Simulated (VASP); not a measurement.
Input of a VASP 6.6.1 run:

INCAR

```
SYSTEM = CuO
  PREC = Accurate
  ENCUT = 520
  EDIFF = 1E-6
  ISMEAR = 0
  SIGMA = 0.1
  LREAL = .False.
  LASPH = .True.
  NELM = 150
  ALGO = Normal
  ISIF = 2
  LWAVE = .False.
  LCHARG = .False.
  ISPIN = 2
  MAGMOM = 0.66 0.66 0.34 0.34
  LORBIT = 11
  LMAXMIX = 4
  LDAU = .True.
  LDAUTYPE = 2
  LDAUL = 2 -1
  LDAUU = 4 0
  LDAUJ = 0 0
  LDAUPRINT = 1
  GGA = PE
  NBANDS = 29
```

KPOINTS

```
Automatic mesh
0
Gamma
  8 8 4
  0 0 0
```

The input POSCAR:

```
CuO
1.0
    2.1343018354     -2.0455217146      0.1665217513
    2.1343018354      2.0455217146      0.1665217513
   -0.4150435885      0.0000000000      5.1622990234
Cu O
2 2
Direct
    0.0000000000      0.5000000000      0.0000000000
    0.5000000000      0.0000000000      0.5000000000
    0.5005343535      0.4994656465      0.2500000000
    0.4994656465      0.5005343535      0.7500000000
```

Potentials or basis: VASP PAW PBE potentials, release 64 (Cu, O).

The run is started by

```bash
$ cat potpaw_PBE.64/Cu/POTCAR potpaw_PBE.64/O/POTCAR > POTCAR
$ mpirun -np 1 vasp_std > vasp.out
```

Estimate the site moments.

Cu +0.63; O +0.31 μB.

Estimate the pressure.

-2.3 GPa.

Estimate the net moment.

1.95 μB per cell.

Eigenvalues of the final occupation matrices:
```
    site  spin  trace               eigenvalues
site 1 d     1   4.89  0.95 0.97 0.97 0.98 1.02
site 1 d     2   4.26  0.42 0.94 0.96 0.97 0.97
site 2 d     1   4.89  0.95 0.97 0.97 0.98 1.02
site 2 d     2   4.26  0.42 0.94 0.96 0.97 0.97
```

The state reached can hang on the start; a lower one may exist.
